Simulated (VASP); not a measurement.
**B5Pt: single point with PBE**

B5Pt:

```
B Pt
1.0
     4.37756    0.00000    0.00000
    -2.18878    3.79108    0.00000
     0.00000    0.00000    4.02302
B Pt
5 1
Cartesian
  2.1888 1.2637 2.0115
  1.3858 0.0000 0.0000
  1.4959 2.5910 0.0000
  -0.6929 1.2001 0.0000
  0.0000 2.5274 2.0115
  0.0000 0.0000 2.0115
```

```json
{"Program": "VASP 6.6.1", "Task": "single point", "Functional": "PBE", "Potentials or basis": "VASP PAW PBE potentials, release 64 (B, Pt)", "Cutoff": "520 eV", "k mesh": "6 × 6 × 4", "Occupations": "gaussian, width 0.1 eV", "Spin": "no spin polarisation", "Dipole correction": "no", "Further INCAR settings": "ALGO = Normal; EDIFF = 1e-07; NBANDS = 22"}
```

```yaml
Pressure: -30.7 GPa
Largest_force: 0.015 eV/Å
```

Forces on the atoms (eV/Å):
```
B    0.000  0.000  0.000
B   -0.015  0.000  0.000
B    0.008  0.013  0.000
B    0.008 -0.013  0.000
B    0.000  0.000  0.000
Pt   0.000  0.000  0.000
```

Stress tensor (GPa, compression positive):
```
-30.78   0.00   0.00
  0.00 -30.78   0.00
  0.00   0.00 -30.54
```

Levels at points of the mesh, in eV from the Fermi level:
| k point | band 10 | band 11 | band 12 | band 13 | band 14 | band 15 | band 16 | band 17 |
| --- | --- | --- | --- | --- | --- | --- | --- | --- |
| (0.00, 0.00, 0.00) | -3.43 | -2.70 | -0.89 | -0.89 | 0.18 | 2.24 | 2.85 | 3.09 |
| (0.50, 0.00, 0.00) | -2.68 | -2.31 | -0.28 | 0.29 | 0.41 | 1.32 | 2.08 | 2.35 |
| (0.00, 0.00, 0.50) | -2.40 | -1.68 | -1.68 | -0.70 | -0.70 | 0.93 | 0.93 | 1.51 |
| (0.50, 0.00, 0.50) | -3.86 | -3.14 | -0.88 | -0.13 | 2.94 | 3.06 | 3.33 | 3.36 |

Run time: 38 s on 1 thread of Intel Xeon 6975P-C, with other jobs on the host, peak memory 0.2 GiB.

Caveat: the k points lie up to 0.39 Å⁻¹ apart; spin-orbit coupling is left out, which moves the levels of the heavy elements.
